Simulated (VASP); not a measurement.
# BrCIH2 in VASP: a series of runs

Runs on BrCIH2. Level: PBE. Tasks: single point.

Program: VASP 6.6.1. These are calculated values, not measurements. Logs are shortened: lines on timing, memory, paths and dates and some standing lists are left out, and cuts for length are marked.

### Step 1. The cell of the first run

The cell holds a molecule in a box, 5 atoms: a = 13.000 Å, b = 11.000 Å, c = 12.000 Å, α = 90.00°, β = 90.00°, γ = 90.00°.

### Step 2. Single point, PBE (last atom moved by 0.08 Å along z)

Contents of INCAR:

```
ALGO = Normal
EDIFF = 1E-6
EFERMI = MIDGAP
ENCUT = 520
GGA = PE
GGA_COMPAT = False
ISIF = 0
ISMEAR = 0
LASPH = True
LCHARG = False
LREAL = Auto
LWAVE = False
NBANDS = 23
NELM = 120
NELMDL = -8
PREC = Accurate
ROPT = -0.00025 -0.00025 -0.00025 -0.00025
SIGMA = 0.03
```

Contents of KPOINTS:

```
k-points
0
Gamma
  1 1 1
```

Contents of POSCAR:

```
H2CIBr
1.0
   13.0000000000      0.0000000000      0.0000000000
    0.0000000000     11.0000000000      0.0000000000
    0.0000000000      0.0000000000     12.0000000000
Br C I H
1 1 1 2
Direct
    0.3766923100      0.4773090900      0.5308750000
    0.5178615400      0.4930181800      0.4861666700
    0.6253076900      0.4147454500      0.5988166700
    0.5355769200      0.5890727300      0.4801916700
    0.5270846200      0.4471636400      0.4135166700
```

Potentials or basis: VASP PAW PBE potentials, release 64 (Br, C, I, H).

Started as:

```sh
cat potpaw_PBE.64/Br/POTCAR potpaw_PBE.64/C/POTCAR potpaw_PBE.64/I/POTCAR potpaw_PBE.64/H/POTCAR > POTCAR
mpirun -np 1 vasp_gam > vasp.out
```

OUTCAR:

```text
EDIFF = 1E-6
   EFERMI = MIDGAP
   ENCUT = 520
   GGA = PE
   ISIF = 0
   ISMEAR = 0
   LASPH = True
   LREAL = Auto
   NELM = 120
   NELMDL = -8
   PREC = Accurate

 Found      1 irreducible k-points:

 Following reciprocal coordinates:
            Coordinates               Weight
  0.000000  0.000000  0.000000      1.000000
   k-points           NKPTS =      1   k-points in BZ     NKDIM =      1   number of bands    NBANDS=     23
   number of dos      NEDOS =    301   number of ions     NIONS =      5
   total plane-waves  NPLWV = 740880
   dimension x,y,z NGX =    98 NGY =   84 NGZ =   90
   dimension x,y,z NGXF=   196 NGYF=  168 NGZF=  180
   ions per type =               1   1   1   2
   NGX,Y,Z   is equivalent  to a cutoff of  12.53, 12.70, 12.47 a.u.
   NGXF,Y,Z  is equivalent  to a cutoff of  25.06, 25.39, 24.94 a.u.
 SYSTEM =  unknown system
   PREC   = accura    normal or accurate (medium, high low for compatibility)
   ISTART =      0    job   : 0-new  1-cont  2-samecut
   ICHARG =      2    charge: 1-file 2-atom 10-const
   ISPIN  =      1    spin polarized calculation?
   LNONCOLLINEAR =      F non collinear calculations
   LSORBIT =      F    spin-orbit coupling
   LASPH  =      T    aspherical Exc in radial PAW
   ENCUT  =  520.0 eV  38.22 Ry    6.18 a.u.  24.17 20.45 22.31*2*pi/ulx,y,z
   NELM   =    120;   NELMIN=  2; NELMDL= -8     # of ELM steps
   EDIFF  = 0.1E-05   stopping-criterion for ELM
   LREAL  =      T    real-space projection
   EDIFFG = 0.1E-04   stopping-criterion for IOM
   NSW    =      0    number of steps for IOM
   IBRION =     -1    ionic relax: 0-MD 1-quasi-New 2-CG
   NFREE  =      0    steps in history (QN), initial steepest desc. (CG)
   ISIF   =      0    stress and relaxation
   ISYM   =      2    0-nonsym 1-usesym 2-fastsym
   POTIM  = 0.5000    time-step for ionic-motion
   TEBEG  =    0.0;   TEEND  =   0.0 temperature during run

   SCALEE = 1.0000    scale energy and forces
   PSTRESS=    0.0 pullay stress
   NELECT =      20.0000    total number of electrons
   NUPDOWN=      -1.0000    fix difference up-down
   EMIN   =  10.00;   EMAX   =-10.00  energy-range for DOS
   EFERMI =   0.00;   METHOD = MIDGAP
   ISMEAR =     0;   SIGMA  =   0.03  broadening in eV -4-tet -1-fermi 0-gaus
   EFERMI_NEDOS =   21; number of points for ismear=-14 and -15
   IALGO  =     38    algorithm
   IMIX   =      4    mixing-type and parameters
     AMIX     =   0.40;   BMIX     =  1.00
     AMIX_MAG =   1.60;   BMIX_MAG =  1.00
  volume/ion in A,a.u.               =     343.20      2316.03
  Fermi-wavevector in a.u.,A,eV,Ry     =   0.371175  0.701420  1.874490  0.137771
  Thomas-Fermi vector in A             =   1.299103
   LORBIT       =      0    0 simple, 1 ext, 2 COOP (PROOUT), +10 PAW based schemes
   GGA     = PE    functional components
   LHFCALC =     F    Hartree Fock is set to
   AEXX    =    0.0000 exact exchange contribution
   IVDW    =     0    specifies the selected vdW correction
   LEPSILON=     F    determine dielectric tensor
   LRPA    =     F    only Hartree local field effects (RPA)

   CSHIFT  =0.1000    complex shift for real part using Kramers Kronig

   OMEGAMAX=  -1.0    maximum frequency
 non-spin polarized calculation
 Gauss-broadening in eV      SIGMA  =   0.03
  energy-cutoff  :      520.00
  volume of cell :     1716.00
 maximum number of plane-waves:     23131
 NGX is ok and might be reduce to    98
   NGX = 49   NGY = 41   NGZ = 45

 number of electron      20.0000001 magnetization

 Free energy of the ion-electron system (eV)
  ---------------------------------------------------
  ext. energy  EPLUGINS =         0.00000000
  ---------------------------------------------------
  free energy    TOTEN  =       -18.88914730 eV

  energy without entropy =      -18.88914730  energy(sigma->0) =      -18.88914730

 E-fermi :  -4.0967     XC(G=0):  -0.9265

 val. band max:       -6.1007061138   @ k =   0.0000   0.0000   0.0000
 cond. band min:      -2.0927646631   @ k =   0.0000   0.0000   0.0000
 fundamental gap:      4.0079414508
 Fermi energy:        -4.0967353885

 k-point     1 :       0.0000    0.0000    0.0000
  band No.  band energies     occupation
      1     -20.9027      2.00000
      2     -18.1035      2.00000
      3     -15.7354      2.00000
      4     -11.6608      2.00000
      5     -10.2438      2.00000
      6      -9.4984      2.00000
[... 14 lines left out ...]
     21       1.5690      0.00000
     22       1.6638      0.00000
 [bands above 22 left out]

------------------------ aborting loop because EDIFF is reached ----------------------------------------

 VOLUME and BASIS-vectors are now :
 -----------------------------------------------------------------------------
  energy-cutoff  :      520.00
  volume of cell :     1716.00
      direct lattice vectors                 reciprocal lattice vectors
    13.000000000  0.000000000  0.000000000     0.076923077  0.000000000  0.000000000
     0.000000000 11.000000000  0.000000000     0.000000000  0.090909091  0.000000000
     0.000000000  0.000000000 12.000000000     0.000000000  0.000000000  0.083333333

 POSITION                                       TOTAL-FORCE (eV/Angst)
 -----------------------------------------------------------------------------------
      4.89700      5.25040      6.37050        -0.427747     -0.007242      0.084503
      6.73220      5.42320      5.83400        -0.251539      1.382391      2.411029
      8.12900      4.56220      7.18580         0.304036     -0.134380      0.291263
      6.96250      6.47980      5.76230         0.052902      0.201284     -0.051901
      6.85210      4.91880      4.96220         0.322348     -1.442052     -2.734894
 -----------------------------------------------------------------------------------
    total drift:                               -0.011512     -0.001576     -0.015572

  FREE ENERGIE OF THE ION-ELECTRON SYSTEM (eV)
  ---------------------------------------------------
  free  energy   TOTEN  =       -18.8891473031 eV

  energy  without entropy=      -18.8891473031  energy(sigma->0) =      -18.88914730
```

It took 1.7 min on 1 thread of AMD EPYC 9R45 (Zen 5), shared host; peak memory 1.2 GiB.

What came out:

| Property | Result |
| --- | --- |
| Free energy | -18.8891 eV |
| Largest force | 3.109 eV/Å |
| Gap between the frontier levels | 4.01 eV |

Forces on the atoms (eV/Å):
```
Br  -0.428 -0.007  0.085
C   -0.252  1.382  2.411
I    0.304 -0.134  0.291
H    0.053  0.201 -0.052
H    0.322 -1.442 -2.735
```

Caveat: the cell differs from its parent crystal (last atom moved by 0.08 Å along z); spin-orbit coupling is left out, which moves the levels of the heavy elements.

### Step 3. Single point, PBE (last atom moved by 0.08 Å along z)

Contents of INCAR:

```
ALGO = Normal
EDIFF = 1E-6
EFERMI = MIDGAP
ENCUT = 720
GGA = PE
GGA_COMPAT = False
ISIF = 0
ISMEAR = 0
LASPH = True
LCHARG = False
LREAL = False
LWAVE = False
NBANDS = 36
NELM = 120
NELMDL = -8
PREC = Accurate
SIGMA = 0.03
```

KPOINTS is that of step 2.

POSCAR is that of step 2.

Potentials or basis: VASP PAW PBE potentials, release 64 (Br, C, I, H).

Started as:

```sh
cat potpaw_PBE.64/Br/POTCAR potpaw_PBE.64/C/POTCAR potpaw_PBE.64/I/POTCAR potpaw_PBE.64/H/POTCAR > POTCAR
mpirun -np 1 vasp_gam > vasp.out
```

OUTCAR:

```text
EDIFF = 1E-6
   EFERMI = MIDGAP
   ENCUT = 720
   GGA = PE
   ISIF = 0
   ISMEAR = 0
   LASPH = True
   LREAL = False
   NELM = 120
   NELMDL = -8
   PREC = Accurate

 ion  position               nearest neighbor table
   1  0.377  0.477  0.531-   2 1.92
   2  0.518  0.493  0.486-   5 1.01   4 1.08   1 1.92   3 2.13
   3  0.625  0.415  0.599-   2 2.13
   4  0.536  0.589  0.480-   2 1.08
   5  0.527  0.447  0.414-   2 1.01

  LATTYP: Found a simple orthorhombic cell.
 ALAT       =    11.0000000000
 B/A-ratio  =     1.0909090909
 C/A-ratio  =     1.1818181818

  Lattice vectors:

 A1 = (   0.0000000000,  11.0000000000,   0.0000000000)
 A2 = (   0.0000000000,   0.0000000000,  12.0000000000)
 A3 = (  13.0000000000,   0.0000000000,   0.0000000000)

Analysis of symmetry for initial positions (statically):
=====================================================================
 Subroutine PRICEL returns:
 Original cell was already a primitive cell.

 Routine SETGRP: Setting up the symmetry group for a
[... 135 lines left out ...]

   CSHIFT  =0.1000    complex shift for real part using Kramers Kronig

   OMEGAMAX=  -1.0    maximum frequency
 non-spin polarized calculation
 Gauss-broadening in eV      SIGMA  =   0.03
  energy-cutoff  :      720.00
  volume of cell :     1716.00
 maximum number of plane-waves:     37689
 NGX is ok and might be reduce to   120
   NGX = 57   NGY = 49   NGZ = 53

 number of electron      19.9999999 magnetization

 Free energy of the ion-electron system (eV)
  ---------------------------------------------------
  ext. energy  EPLUGINS =         0.00000000
  ---------------------------------------------------
  free energy    TOTEN  =       -18.89623110 eV

  energy without entropy =      -18.89623110  energy(sigma->0) =      -18.89623110

 E-fermi :  -4.0970     XC(G=0):  -0.9271

 val. band max:       -6.1007631076   @ k =   0.0000   0.0000   0.0000
 cond. band min:      -2.0932806811   @ k =   0.0000   0.0000   0.0000
 fundamental gap:      4.0074824264
 Fermi energy:        -4.0970218944

 k-point     1 :       0.0000    0.0000    0.0000
  band No.  band energies     occupation
      1     -20.9027      2.00000
      2     -18.1035      2.00000
      3     -15.7356      2.00000
      4     -11.6619      2.00000
      5     -10.2446      2.00000
      6      -9.4990      2.00000
[... 14 lines left out ...]
     21       1.5690      0.00000
     22       1.6637      0.00000
 [bands above 22 left out]

------------------------ aborting loop because EDIFF is reached ----------------------------------------

 VOLUME and BASIS-vectors are now :
 -----------------------------------------------------------------------------
  energy-cutoff  :      720.00
  volume of cell :     1716.00
      direct lattice vectors                 reciprocal lattice vectors
    13.000000000  0.000000000  0.000000000     0.076923077  0.000000000  0.000000000
     0.000000000 11.000000000  0.000000000     0.000000000  0.090909091  0.000000000
     0.000000000  0.000000000 12.000000000     0.000000000  0.000000000  0.083333333

 POSITION                                       TOTAL-FORCE (eV/Angst)
 -----------------------------------------------------------------------------------
      4.89700      5.25040      6.37050        -0.421105     -0.010075      0.089132
      6.73220      5.42320      5.83400        -0.246165      1.391364      2.411813
      8.12900      4.56220      7.18580         0.299637     -0.132403      0.286547
      6.96250      6.47980      5.76230         0.048377      0.191445     -0.054074
      6.85210      4.91880      4.96220         0.319256     -1.440331     -2.733418
 -----------------------------------------------------------------------------------
    total drift:                               -0.000156      0.000176     -0.000011

  FREE ENERGIE OF THE ION-ELECTRON SYSTEM (eV)
  ---------------------------------------------------
  free  energy   TOTEN  =       -18.8962311036 eV

  energy  without entropy=      -18.8962311036  energy(sigma->0) =      -18.89623110
```

stdout:

```text
POSCAR found type information on POSCAR BrC I H
 POSCAR found :  4 types and       5 ions
 scaLAPACK will be used
 LDA part: xc-table for (Slater+PW92), standard interpolation
 POSCAR, INCAR and KPOINTS ok, starting setup
 FFT: planning ... GRIDC
 FFT: planning ... GRID_SOFT
 FFT: planning ... GRID
 WAVECAR not read
 entering main loop
```

Run time: 2.9 min. Hardware: 1 thread of AMD EPYC 9R45 (Zen 5), shared host; peak memory 1.8 GiB.

What came out:

```yaml
Free_energy: -18.8962 eV
Largest_force: 3.106 eV/Å
Gap_between_the_frontier_levels: 4.01 eV
```

Forces on the atoms (eV/Å):
```
Br  -0.421 -0.010  0.089
C   -0.246  1.391  2.412
I    0.300 -0.132  0.287
H    0.048  0.191 -0.054
H    0.319 -1.440 -2.733
```

Levels at points of the mesh, in eV from the valence-band top:
| k point | band 7 | band 8 | band 9 | band 10 | band 11 | band 12 | band 13 | band 14 |
| --- | --- | --- | --- | --- | --- | --- | --- | --- |
| (0.00, 0.00, 0.00) | -0.69 | -0.65 | -0.04 | 0.00 | 4.01 | 5.30 | 5.69 | 6.76 |

Caveat: the cell differs from its parent crystal (last atom moved by 0.08 Å along z); spin-orbit coupling is left out, which moves the levels of the heavy elements.
